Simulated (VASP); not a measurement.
# Zr (P6_3/mmc) in VASP: further runs

Runs on Zr. Level: PBE. Tasks: single point.

Program: VASP 6.6.1. These are calculated values, not measurements. Logs are shortened: lines on timing, memory, paths and dates and some standing lists are left out, and cuts for length are marked.

## Step 1: The cell of the first run

It takes space group P6_3/mmc (No. 194, hexagonal). Conventional cell: a = 3.232 Å, b = 3.232 Å, c = 5.174 Å, α = 90.00°, β = 90.00°, γ = 120.00°. Within 4.2 Å of Zr (site symmetry -6m2) lie 12 Zr at 3.19 to 3.23 Å.

## Step 2: Single point, PBE

Input file INCAR:

```
SYSTEM = Zr
PREC     = Accurate       ! precision mode
ENCUT    = 520            ! plane-wave cutoff, eV
EDIFF    = 1E-6           ! SCF threshold, eV
ISMEAR   = -1             ! smearing method
SIGMA    = 0.01           ! smearing width, eV
LREAL    = .FALSE.        ! projectors in reciprocal space
LASPH    = .TRUE.         ! aspherical terms in the spheres
NELM     = 80             ! most SCF steps
ALGO     = Normal         ! electronic algorithm
ISIF     = 2              ! what is computed and relaxed
LWAVE    = .FALSE.        ! write WAVECAR
LCHARG   = .FALSE.        ! write CHGCAR
GGA      = PE             ! functional
NBANDS   = 19             ! bands
```

Input file KPOINTS:

```
regular mesh
0
G
  11 11 6
  0 0 0
```

Input file POSCAR:

```
Zr
1.0
    3.2318821451      0.0000000000      0.0000000000
   -1.6159410725      2.7988920397      0.0000000000
    0.0000000000      0.0000000000      5.1741041053
Zr
2
Direct
    0.3333333333      0.6666666667      0.2500000000
    0.6666666667      0.3333333333      0.7500000000
```

Potentials or basis: VASP PAW PBE potentials, release 64 (Zr_sv).

Run with:

```bash
cat potpaw_PBE.64/Zr_sv/POTCAR > POTCAR
mpirun -np 1 vasp_std > vasp.out
```

OUTCAR:

```text
SYSTEM = Zr
   PREC = Accurate
   ENCUT = 520
   EDIFF = 1E-6
   ISMEAR = -1
   LREAL = .FALSE.
   LASPH = .TRUE.
   NELM = 80
   ISIF = 2
   GGA = PE

 ion  position               nearest neighbor table
   1  0.333  0.667  0.250-   2 3.19   2 3.19   2 3.19   2 3.19   2 3.19   2 3.19
   2  0.667  0.333  0.750-   1 3.19   1 3.19   1 3.19   1 3.19   1 3.19   1 3.19

  LATTYP: Found a hexagonal cell.
 ALAT       =     3.2318821451
 C/A-ratio  =     1.6009569263

  Lattice vectors:

 A1 = (   3.2318821451,   0.0000000000,   0.0000000000)
 A2 = (  -1.6159410725,   2.7988920397,   0.0000000000)
 A3 = (   0.0000000000,   0.0000000000,   5.1741041053)

Analysis of symmetry for initial positions (statically):
=====================================================================
 Subroutine PRICEL returns:
 Original cell was already a primitive cell.

 Routine SETGRP: Setting up the symmetry group for a
 hexagonal supercell.

 Subroutine GETGRP returns: Found 24 space group operations
 (whereof 12 operations were pure point group operations)
 out of a pool of 24 trial point group operations.

The static configuration has the point symmetry D_3d.
 The point group associated with its full space group is D_6h.

Analysis of symmetry for dynamics (positions and initial velocities):
=====================================================================
 Subroutine PRICEL returns:
 Original cell was already a primitive cell.

 Routine SETGRP: Setting up the symmetry group for a
 hexagonal supercell.

 Subroutine GETGRP returns: Found 24 space group operations
 (whereof 12 operations were pure point group operations)
 out of a pool of 24 trial point group operations.

The dynamic configuration has the point symmetry D_3d.
 The point group associated with its full space group is D_6h.

 Subroutine INISYM returns: Found 24 space group operations
 (whereof 12 operations are pure point group operations),
 and found     1 'primitive' translations

----------------------------------------------------------------------------------------

                                     Primitive cell

  volume of cell :      46.8033

  direct lattice vectors                    reciprocal lattice vectors
     3.231882145  0.000000000  0.000000000     0.309417223  0.178642117  0.000000000
    -1.615941073  2.798892040  0.000000000     0.000000000  0.357284235  0.000000000
     0.000000000  0.000000000  5.174104105     0.000000000  0.000000000  0.193270174

  length of vectors
     3.231882145  3.231882145  5.174104105     0.357284235  0.357284235  0.193270174

  position of ions in fractional coordinates (direct lattice)
     0.333333333  0.666666667  0.250000000
     0.666666667  0.333333333  0.750000000

  ion indices of the primitive-cell ions
   primitive index   ion index
                 1           1
                 2           2

----------------------------------------------------------------------------------------

 KPOINTS: regular mesh

Automatic generation of k-mesh.
 Grid dimensions read from file:
 generate k-points for:   11   11    6

 Generating k-lattice:

  Cartesian coordinates                     Fractional coordinates (reciprocal lattice)
     0.028128838  0.016240192  0.000000000     0.090909091 -0.000000000  0.000000000
     0.000000000  0.032480385  0.000000000     0.000000000  0.090909091  0.000000000
     0.000000000  0.000000000  0.032211696     0.000000000  0.000000000  0.166666667

  Length of vectors
     0.032480385  0.032480385  0.032211696

  Shift w.r.t. Gamma in fractional coordinates (k-lattice)
     0.000000000  0.000000000  0.000000000

 Subroutine IBZKPT returns following result:
 ===========================================

 Found     64 irreducible k-points:

 Following reciprocal coordinates:
            Coordinates               Weight
  0.000000  0.000000  0.000000      1.000000
  0.090909 -0.000000  0.000000      6.000000
  0.181818 -0.000000  0.000000      6.000000
  0.272727 -0.000000  0.000000      6.000000
  0.363636 -0.000000  0.000000      6.000000
  0.454545 -0.000000  0.000000      6.000000
[... 16 lines left out ...]
  0.090909  0.090909  0.166667     12.000000
  0.181818  0.090909  0.166667     24.000000
 [... further k-points ...]
   k-points           NKPTS =     64   k-points in BZ     NKDIM =     64   number of bands    NBANDS=     19
   number of dos      NEDOS =    301   number of ions     NIONS =      2
   total plane-waves  NPLWV =  23040
   dimension x,y,z NGX =    24 NGY =   24 NGZ =   40
   dimension x,y,z NGXF=    48 NGYF=   48 NGZF=   80
   ions per type =               2
   NGX,Y,Z   is equivalent  to a cutoff of  12.35, 12.35, 12.85 a.u.
   NGXF,Y,Z  is equivalent  to a cutoff of  24.69, 24.69, 25.70 a.u.
 SYSTEM =  Zr
   PREC   = accura    normal or accurate (medium, high low for compatibility)
   ISTART =      0    job   : 0-new  1-cont  2-samecut
   ICHARG =      2    charge: 1-file 2-atom 10-const
   ISPIN  =      1    spin polarized calculation?
   LNONCOLLINEAR =      F non collinear calculations
   LSORBIT =      F    spin-orbit coupling
   LASPH  =      T    aspherical Exc in radial PAW
   ENCUT  =  520.0 eV  38.22 Ry    6.18 a.u.   6.01  6.01  9.62*2*pi/ulx,y,z
   NELM   =     80;   NELMIN=  2; NELMDL= -5     # of ELM steps
   EDIFF  = 0.1E-05   stopping-criterion for ELM
   LREAL  =      F    real-space projection
   EDIFFG = 0.1E-04   stopping-criterion for IOM
   NSW    =      0    number of steps for IOM
   IBRION =     -1    ionic relax: 0-MD 1-quasi-New 2-CG
   NFREE  =      0    steps in history (QN), initial steepest desc. (CG)
   ISIF   =      2    stress and relaxation
   ISYM   =      2    0-nonsym 1-usesym 2-fastsym
   POTIM  = 0.5000    time-step for ionic-motion
   TEBEG  =    0.0;   TEEND  =   0.0 temperature during run
   PSTRESS=    0.0 pullay stress
   NELECT =      24.0000    total number of electrons
   NUPDOWN=      -1.0000    fix difference up-down
   EMIN   =  10.00;   EMAX   =-10.00  energy-range for DOS
   EFERMI =   0.00;   METHOD = LEGACY
   ISMEAR =    -1;   SIGMA  =   0.01  broadening in eV -4-tet -1-fermi 0-gaus
   EFERMI_NEDOS =   21; number of points for ismear=-14 and -15
   IALGO  =     38    algorithm
   IMIX   =      4    mixing-type and parameters
     AMIX     =   0.40;   BMIX     =  1.00
     AMIX_MAG =   1.60;   BMIX_MAG =  1.00
  volume/ion in A,a.u.               =      23.40       157.92
  Fermi-wavevector in a.u.,A,eV,Ry     =   1.310347  2.476197 23.361328  1.717009
  Thomas-Fermi vector in A             =   2.440883
   LORBIT       =      0    0 simple, 1 ext, 2 COOP (PROOUT), +10 PAW based schemes
   GGA     = PE    functional components
   LHFCALC =     F    Hartree Fock is set to
   AEXX    =    0.0000 exact exchange contribution
   IVDW    =     0    specifies the selected vdW correction
   LEPSILON=     F    determine dielectric tensor
   LRPA    =     F    only Hartree local field effects (RPA)
 non-spin polarized calculation
  energy-cutoff  :      520.00
  volume of cell :       46.80
 maximum number of plane-waves:      1284
   NGX = 13   NGY = 13   NGZ = 19

 number of electron      24.0000001 magnetization

 Free energy of the ion-electron system (eV)
  ---------------------------------------------------
  ext. energy  EPLUGINS =         0.00000000
  ---------------------------------------------------
  free energy    TOTEN  =       -17.04241498 eV

  energy without entropy =      -17.04201591  energy(sigma->0) =      -17.04221545

 E-fermi :   8.9661     XC(G=0): -11.0584

 val. band max:        8.9562763710   @ k =   0.0000   0.0000   0.5000
 cond. band min:       8.9707095988   @ k =   0.0909   0.0909   0.0000
 fundamental gap:      0.0144332278
 Fermi energy:         8.9661341036

 k-point     1 :       0.0000    0.0000    0.0000
  band No.  band energies     occupation
      1     -39.9092      2.00000
      2     -39.7610      2.00000
      3     -18.4240      2.00000
      4     -17.5590      2.00000
      5     -17.5590      2.00000
      6     -17.4446      2.00000
[... 11 lines left out ...]
     18      11.0982      0.00000
     19      13.3488      0.00000

 k-point     2 :       0.0909   -0.0000    0.0000
  band No.  band energies     occupation
      1     -39.9000      2.00000
      2     -39.7571      2.00000
      3     -18.3993      2.00000
      4     -17.6143      2.00000
      5     -17.5769      2.00000
      6     -17.4807      2.00000
[... 11 lines left out ...]
     18      10.9022      0.00000
     19      13.4902      0.00000

 k-point     3 :       0.1818   -0.0000    0.0000
  band No.  band energies     occupation
      1     -39.8747      2.00000
      2     -39.7470      2.00000
      3     -18.3291      2.00000
      4     -17.7626      2.00000
      5     -17.6297      2.00000
      6     -17.6232      2.00000
[... 11 lines left out ...]
     18      11.2681      0.00000
     19      13.7623      0.00000

 k-point     4 :       0.2727   -0.0000    0.0000
  band No.  band energies     occupation
      1     -39.8396      2.00000
      2     -39.7355      2.00000
      3     -18.2254      2.00000
      4     -17.9562      2.00000
      5     -17.8154      2.00000
      6     -17.6809      2.00000
[... 11 lines left out ...]
     18      12.1501      0.00000
     19      13.9878      0.00000

 k-point     5 :       0.3636   -0.0000    0.0000
  band No.  band energies     occupation
      1     -39.8040      2.00000
      2     -39.7280      2.00000
      3     -18.1327      2.00000
      4     -18.1084      2.00000
      5     -17.9783      2.00000
      6     -17.7318      2.00000
[... 11 lines left out ...]
     18      13.1735      0.00000
     19      14.1199      0.00000
[... 334 lines left out ...]
      2     -39.7331      2.00000
      3     -18.2206      2.00000
      4     -18.0482      2.00000
      5     -17.9567      2.00000
      6     -17.7173      2.00000
[... 11 lines left out ...]
     18      12.9602      0.00000
     19      13.9777      0.00000

 k-point    22 :       0.4545   -0.0000    0.1667
  band No.  band energies     occupation
      1     -39.7758      2.00000
      2     -39.7304      2.00000
      3     -18.2848      2.00000
      4     -18.1280      2.00000
      5     -17.9299      2.00000
      6     -17.7461      2.00000
[... 11 lines left out ...]
     18      14.1526      0.00000
     19      14.1643      0.00000

 k-point    23 :       0.0909    0.0909    0.1667
  band No.  band energies     occupation
      1     -39.8740      2.00000
      2     -39.7591      2.00000
      3     -18.3033      2.00000
      4     -17.6879      2.00000
      5     -17.6599      2.00000
      6     -17.5876      2.00000
[... 11 lines left out ...]
     18      11.3729      0.00000
     19      13.6086      0.00000

 k-point    24 :       0.1818    0.0909    0.1667
  band No.  band energies     occupation
      1     -39.8450      2.00000
      2     -39.7470      2.00000
      3     -18.2392      2.00000
      4     -17.8424      2.00000
      5     -17.8004      2.00000
      6     -17.6494      2.00000
[... 11 lines left out ...]
     18      11.9759      0.00000
     19      13.7212      0.00000

 [... further k-points ...]
[... 5 lines left out ...]
  --------------------------------------------------------------------------------------
  -------------------------------------------------------------------------------------
  Total        0.0052101      0.0052101     -0.0871584      0.0000000     -0.0000000      0.0000000
  in kB        0.1783538      0.1783538     -2.9836154      0.0000000     -0.0000000      0.0000000
  external PRESSURE =      -0.8756359 kB  Pullay stress =       0.0000000 kB

 VOLUME and BASIS-vectors are now :
 -----------------------------------------------------------------------------
  energy-cutoff  :      520.00
  volume of cell :       46.80
      direct lattice vectors                 reciprocal lattice vectors
     3.231882145  0.000000000  0.000000000     0.309417223  0.178642117  0.000000000
    -1.615941073  2.798892040  0.000000000     0.000000000  0.357284235  0.000000000
     0.000000000  0.000000000  5.174104105     0.000000000  0.000000000  0.193270174

 POSITION                                       TOTAL-FORCE (eV/Angst)
 -----------------------------------------------------------------------------------
     -0.00000      1.86593      1.29353         0.000000     -0.000000      0.000000
      1.61594      0.93296      3.88058        -0.000000      0.000000      0.000000
 -----------------------------------------------------------------------------------
    total drift:                               -0.000000      0.000000     -0.000000

  FREE ENERGIE OF THE ION-ELECTRON SYSTEM (eV)
  ---------------------------------------------------
  free  energy   TOTEN  =       -17.0424149825 eV

  energy  without entropy=      -17.0420159135  energy(sigma->0) =      -17.04221545
```

Run time: 1.7 min. Hardware: 1 thread of AMD EPYC 7R13, shared host; peak memory 0.16 GiB.

What came out:

* Free energy: -17.0424 eV
* Pressure: -0.1 GPa
* Band gap on the k mesh: zero (band 12 reaches 9.81 eV, above the bottom of band 13 at 8.78 eV)

## Step 3: Single point, PBE

Input file INCAR:

```
SYSTEM = Zr
PREC = Accurate ; ENCUT = 520
EDIFF = 1E-6 ; ISMEAR = -1
SIGMA = 0.03 ; LREAL = .False.
LASPH = .True. ; NELM = 80
ALGO = Normal ; ISIF = 2
LWAVE = .False. ; LCHARG = .False.
GGA = PE ; NBANDS = 19
```

Input file KPOINTS:

```
regular mesh
0
Gamma
  11 11 6
  0 0 0
```

POSCAR is that of step 2.

Potentials or basis: VASP PAW PBE potentials, release 64 (Zr_sv).

Run with:

```bash
cat potpaw_PBE.64/Zr_sv/POTCAR > POTCAR
mpirun -np 1 vasp_std > vasp.out
```

Wall time 98 s (1 thread of AMD EPYC 7R13, shared host); peak memory 0.15 GiB.

Results (log left out):

```yaml
Free_energy: -17.0443 eV
Pressure: -0.1 GPa
Band_gap_on_the_k_mesh: zero (band 12 reaches 9.81 eV, above the bottom of band 13 at 8.78 eV)
```

Stress tensor (GPa, compression positive):
```
 0.03  0.00  0.00
 0.00  0.03  0.00
 0.00  0.00 -0.33
```

Levels at points of the mesh, in eV from the Fermi level:
```csv
k point,band 9,band 10,band 11,band 12,band 13,band 14,band 15,band 16
"(0.00, 0.00, 0.00)",-5.66,-3.03,0.86,0.86,0.95,1.09,1.54,1.54
"(0.00, 0.00, 0.50)",-3.97,-3.97,0.00,0.00,0.77,0.77,0.77,0.77
```

## Step 4: Single point, PBE

Input file INCAR:

```
SYSTEM = Zr
PREC = Accurate
ENCUT = 520
EDIFF = 1E-6
ISMEAR = -1
SIGMA = 0.2
LREAL = .False.
LASPH = .True.
NELM = 60
ALGO = Normal
ISIF = 2
LWAVE = .False.
LCHARG = .True.
GGA = PE
LELF = .True.
LVHAR = .True.
NBANDS = 19
```

Input file KPOINTS:

```
Automatic mesh
0
Gamma
  11 11 6
  0 0 0
```

POSCAR is that of step 3.

Run with:

```bash
cat potpaw_PBE.64/Zr_sv/POTCAR > POTCAR
mpirun -np 1 vasp_std > vasp.out
```

Run time: 1.7 min. Hardware: 1 thread of AMD EPYC 7R13, shared host; peak memory 0.16 GiB.

It converged, with:

- Free energy: -17.1888 eV
- Pressure: 0.5 GPa
- Band gap on the k mesh: zero (band 12 reaches 9.81 eV, above the bottom of band 13 at 8.78 eV)

Stress tensor (GPa, compression positive):
```
0.22 0.00 0.00
0.00 0.22 0.00
0.00 0.00 0.93
```

Levels at points of the mesh, in eV from the Fermi level:
```tsv
k point	band 10	band 11	band 12	band 13	band 14	band 15
(0.00, 0.00, 0.00)	-2.95	0.94	0.94	1.05	1.19	1.62
(0.00, 0.00, 0.50)	-3.89	0.10	0.10	0.86	0.86	0.86
```

## Step 5: Single point, PBE

Input file INCAR:

```
SYSTEM = Zr
PREC = Accurate
ENCUT = 520
EDIFF = 1E-6
ISMEAR = -1
SIGMA = 0.3
LREAL = .FALSE.
LASPH = .TRUE.
NELM = 80
ALGO = Normal
ISIF = 2
LWAVE = .FALSE.
LCHARG = .FALSE.
GGA = PE
NBANDS = 19
```

Input file KPOINTS:

```
Automatic mesh
0
G
  11 11 6
  0 0 0
```

POSCAR is that of step 4.

Run with:

```bash
cat potpaw_PBE.64/Zr_sv/POTCAR > POTCAR
mpirun -np 1 vasp_std > vasp.out
```

It took 90 s on 1 thread of AMD EPYC 7R13, shared host; peak memory 0.15 GiB.

It converged, with:

| Property | Result |
| --- | --- |
| Free energy | -17.4007 eV |
| Pressure | 1.3 GPa |
| Band gap on the k mesh | zero (band 12 reaches 9.81 eV, above the bottom of band 13 at 8.78 eV) |

Stress tensor (GPa, compression positive):
```
0.80 0.00 0.00
0.00 0.80 0.00
0.00 0.00 2.20
```

Levels at points of the mesh, in eV from the Fermi level:
```csv
k point,band 10,band 11,band 12,band 13,band 14,band 15
"(0.00, 0.00, 0.00)",-2.93,0.96,0.96,1.08,1.21,1.64
"(0.00, 0.00, 0.50)",-3.87,0.13,0.13,0.88,0.88,0.88
```

## Step 6: Overview

```tsv
smearing	gap on the mesh (eV)	pressure (GPa)
fermi-dirac 0.01 eV	none	-0.1
fermi-dirac 0.03 eV	none	-0.1
fermi-dirac 0.2 eV	none	0.5
fermi-dirac 0.3 eV	none	1.3
```

Alike in all rows: task single point; level PBE; potentials or basis VASP PAW PBE potentials, release 64 (Zr_sv); no spin polarisation; cell as given; k mesh 11 × 11 × 6; cutoff (eV) 520.

Every run on the cell as given and a fine mesh finds a metal.

Absolute energies hang on the potentials; compare differences alone.
